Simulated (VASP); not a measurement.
MnSn2:

```xyz
3
Lattice="-1.8173 1.8173 4.4581 1.8173 -1.8173 4.4581 1.8173 1.8173 -4.4581" Properties=species:S:1:pos:R:3 pbc="T T T"
Mn    0.0000    0.0000    0.0000
Sn    0.0000    0.0000    5.9292
Sn    0.0000    0.0000    2.9869
```

| Item | Value |
| --- | --- |
| Program | VASP 6.6.1 |
| Task | relaxation of cell and atoms |
| Functional | PBE |
| Potentials or basis | VASP PAW PBE potentials, release 64 (Mn_pv, Sn_d) |
| Cutoff | 600 eV |
| k mesh | 6 × 6 × 6 |
| Occupations | gaussian, width 0.1 eV |
| Spin | collinear spin, ferromagnetic start |
| Starting moments | [3.4, 0.0, 0.0] μB |

At the start: pressure 5.9 GPa; volume 19.63 Å³/atom.

**Question.** Where does the relaxation end?

**Answer.** Over 15 steps the energy falls by 90.6 meV/atom and the volume is 21.93 Å³/atom (+11.7 %); space group I4/mmm (No. 139, to 0.05 Å); moment 3.07 μB per cell.

Step by step:
```csv
step,energy change (eV),largest force (eV/Å),pressure (GPa),volume (Å³)
1,0.0000,0.7475,5.87,58.89
2,-0.1318,0.2681,-0.62,65.24
3,-0.1319,0.2782,-0.52,65.07
4,-0.1413,0.1599,-0.28,64.73
5,-0.1490,0.1231,0.42,64.01
6,-0.1548,0.1221,0.38,64.08
7,-0.1623,0.1123,0.28,64.20
8,-0.1930,0.1111,0.75,64.32
9,-0.2571,0.0912,0.90,64.16
10,-0.1621,0.7373,5.64,62.37
11,-0.2608,0.1359,1.40,63.93
12,-0.2646,0.0524,-1.55,68.04
13,-0.2710,0.0373,-0.22,66.01
14,-0.2710,0.0411,-0.13,65.92
15,-0.2718,0.0172,-0.03,65.78
```

Final structure:
```xyz
3
Lattice="-1.7023 1.7023 5.6744 1.7023 -1.7023 5.6744 1.7023 1.7023 -5.6744" Properties=species:S:1:pos:R:3 pbc="T T T"
Mn    0.0000    0.0000    0.0000
Sn    0.0000    0.0000    7.2650
Sn    0.0000    0.0000    4.0838
```

Caveat: the k points lie up to 0.43 Å⁻¹ apart in the final cell.
